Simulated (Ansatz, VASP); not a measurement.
## PbSe in VASP and in Ansatz

The input POSCAR:

```
PbSe
1.0
    0.0000000000      3.0500000000      3.0500000000
    3.0500000000      0.0000000000      3.0500000000
    3.0500000000      3.0500000000      0.0000000000
Pb Se
1 1
Direct
    0.0000000000      0.0000000000      0.0000000000
    0.5000000000      0.5000000000      0.5000000000
```

Contents of INCAR.step1:

```
SYSTEM = PbSe
PREC     = Accurate       ! precision mode
ENCUT    = 600            ! plane-wave cutoff, eV
ISMEAR   = 0              ! smearing method
SIGMA    = 0.01           ! smearing width, eV
LREAL    = .False.        ! projectors in reciprocal space
LASPH    = .True.         ! aspherical terms in the spheres
NELM     = 60             ! most SCF steps
GGA      = PE             ! functional
ALGO     = Normal         ! electronic algorithm
EDIFF    = 1E-4           ! SCF threshold, eV
LWAVE    = .True.         ! write WAVECAR
LCHARG   = .False.        ! write CHGCAR
```

INCAR.step2

```
SYSTEM = PbSe
PREC     = Accurate       ! precision mode
ENCUT    = 600            ! plane-wave cutoff, eV
EDIFF    = 1E-6           ! SCF threshold, eV
ISMEAR   = 0              ! smearing method
SIGMA    = 0.01           ! smearing width, eV
LREAL    = .False.        ! projectors in reciprocal space
LASPH    = .True.         ! aspherical terms in the spheres
NELM     = 60             ! most SCF steps
ALGO     = Normal         ! electronic algorithm
ISIF     = 3              ! what is computed and relaxed
LWAVE    = .False.        ! write WAVECAR
LCHARG   = .False.        ! write CHGCAR
METAGGA  = R2SCAN         ! meta-GGA
LMIXTAU  = .True.       
IBRION   = 2              ! ionic algorithm
NSW      = 80             ! ionic steps
EDIFFG   = -0.005         ! ionic threshold
ISTART   = 1
```

KPOINTS

```
Automatic mesh
0
Gamma
  10 10 10
  0 0 0
```

Input for Ansatz:

```yaml
crystal:
  lattice:
    - [0.0, 3.05, 3.05]
    - [3.05, 0.0, 3.05]
    - [3.05, 3.05, 0.0]
  atoms:
    - { symbol: Pb, position: [0.0, 0.0, 0.0] }
    - { symbol: Se, position: [0.5, 0.5, 0.5] }
scf:
  occupations: { method: gaussian, width: 0.01 }
output:
  forces: true
  stress: true
  eigenvalues: true
  write_density: true
  write_potential: true
  elf: true
  volumetric_format: npy
hamiltonian:
  xc: r2scan
relax:
  f_tol: 0.005
  max_steps: 60
  cell: { stress_tol: 0.03 }
kpoints:
  mp_grid: { grid: [10, 10, 10] }
```

Alike in both runs: task relaxation of cell and atoms; functional r2SCAN; k mesh 10 × 10 × 10; occupations gaussian, width 0.01 eV; no spin polarisation.

|  | VASP | Ansatz |
| --- | --- | --- |
| version | VASP 6.6.1 | Ansatz 0.2.0 |
| potentials or method | VASP PAW PBE potentials, release 64 (Pb_d, Se) | scalar-relativistic, plane waves, PAW |
| plane-wave cutoff (eV) | 600 | 500 |
| valence electrons in the cell | 20 | 30 |

|  | VASP | Ansatz | Ansatz less VASP |
| --- | --- | --- | --- |
| gap on the k mesh at the Fermi level, each at its own relaxed structure (eV) | 0.67 | 0.66 | -0.008 |
| relaxed volume (Å³/atom) | 29.49 | 29.47 | -0.015 |
| relaxed length of the cell vector where the two differ most in proportion (Å) | 4.369 | 4.368 | -0.0007 |

VASP's potentials were made for PBE, not for r2SCAN. VASP's potentials hold 20 valence electrons a cell and Ansatz's 30, so a difference there can come from the potentials and not from the codes.

Neither program's run includes spin-orbit coupling.
